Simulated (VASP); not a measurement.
The system is Ge.

```xyz
2
Lattice="0.0000 2.8289 2.8289 2.8289 0.0000 2.8289 2.8289 2.8289 0.0000" Properties=species:S:1:pos:R:3 pbc="T T T"
Ge    4.2434    4.2434    4.2434
Ge    2.8289    2.8289    2.8289
```

```yaml
Program: VASP 6.6.1
Task: relaxation of cell and atoms
Functional: BLYP
Potentials_or_basis: VASP PAW PBE potentials, release 64 (Ge_d)
Cutoff: 600 eV
k_mesh: 8 × 8 × 8
Occupations: fermi-dirac, width 0.05 eV
Spin: no spin polarisation
```

At the start: pressure 7.5 GPa; volume 22.64 Å³/atom.

**Question.** Where does the relaxation end?

**Answer.** Over 10 steps the energy falls by 60.9 meV/atom and the volume is 25.46 Å³/atom (+12.4 %); space group Fd-3m (No. 227, to 0.05 Å).

The path:
| step | energy change (eV) | largest force (eV/Å) | pressure (GPa) | volume (Å³) |
| --- | --- | --- | --- | --- |
| 1 | 0.0000 | 0.0000 | 7.52 | 45.28 |
| 2 | -0.1161 | 0.0000 | -1.24 | 52.61 |
| 3 | -0.1218 | 0.0000 | -0.23 | 51.08 |
| 4 | -0.1217 | 0.0000 | 0.21 | 50.87 |
| 5 | -0.1217 | 0.0000 | 0.17 | 50.88 |
| 6 | -0.1217 | 0.0000 | 0.18 | 50.90 |
| 7 | -0.1217 | 0.0000 | 0.19 | 50.90 |
| 8 | -0.1217 | 0.0000 | 0.20 | 50.90 |
| 9 | -0.1217 | 0.0000 | 0.21 | 50.91 |
| 10 | -0.1217 | 0.0000 | 0.03 | 50.91 |

Final structure:
```
Ge
1.0
     0.00000    2.94171    2.94171
     2.94171    0.00000    2.94171
     2.94171    2.94171    0.00000
Ge
2
Direct
  0.75000 0.75000 0.75000
  0.50000 0.50000 0.50000
```

The cell as given is a measured one (22.64 Å³/atom); BLYP puts the equilibrium volume +12.4 % from it, thermal expansion not counted.

Caveat: the PAW data sets were made with another functional, which shifts forces and pressure a little; the volume moved by +12 % from the deposited cell, more than functionals usually miss.
